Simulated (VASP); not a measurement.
A run of VASP 6.6.1 is set up as follows.

INCAR

```
SYSTEM = BaBr3
ALGO = Normal ; EDIFF = 1E-7
ENCUT = 520 ; GGA = PE
ISIF = 2 ; ISMEAR = 0
LASPH = .TRUE. ; LCHARG = .FALSE.
LREAL = .FALSE. ; LWAVE = .FALSE.
NBANDS = 24 ; NELM = 60
PREC = Accurate ; SIGMA = 0.1
```

The input KPOINTS:

```
k-points
0
G
  10 10 10
  0 0 0
```

POSCAR

```
BaBr3
1.0
    5.1298905645      0.0000000000      0.0000000000
    0.0000000000      5.1298905645      0.0000000000
    0.0000000000      0.0000000000      4.8127058481
Ba Br
1 3
Direct
    0.0000000000      0.0000000000      0.0000000000
    0.0000000000      0.5000000000      0.5000000000
    0.5000000000      0.0000000000      0.5000000000
    0.5000000000      0.5000000000      0.0000000000
```

Potentials or basis: VASP PAW PBE potentials, release 64 (Ba_sv, Br).

The run is started by

```bash
$ cat potpaw_PBE.64/Ba_sv/POTCAR potpaw_PBE.64/Br/POTCAR > POTCAR
$ mpirun -np 1 vasp_std > vasp.out
```

**Question.** Estimate the pressure.

**Answer.** 0.3 GPa.

Caveat: an odd number of electrons without spin polarisation forces a metal; a magnetic or distorted state may lie lower.
